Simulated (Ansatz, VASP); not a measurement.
**Sc: VASP beside Ansatz**

```
CELL_PARAMETERS angstrom
-1.84207 1.84207 1.84207
1.84207 -1.84207 1.84207
1.84207 1.84207 -1.84207
ATOMIC_POSITIONS crystal
Sc 0.00000 0.00000 0.00000
```

Alike in both runs: task relaxation of cell and atoms; functional BLYP; k mesh 12 × 12 × 12; occupations fermi-dirac, width 0.1 eV; no spin polarisation.

```csv
,VASP,Ansatz
version,VASP 6.6.1,Ansatz 0.2.0
potentials or method,"VASP PAW PBE potentials, release 64 (Sc_sv), cutoff 600 eV","plane waves (420 eV) with PAW, scalar-relativistic"
valence electrons in the cell,11,11
```

```csv
,VASP,Ansatz,Ansatz less VASP
relaxed volume (Å³/atom),25.26,25.24,-0.018
relaxed cell length with the largest relative difference (Å),3.202,3.201,-0.0007
```

VASP's potentials were made for PBE, not for BLYP.
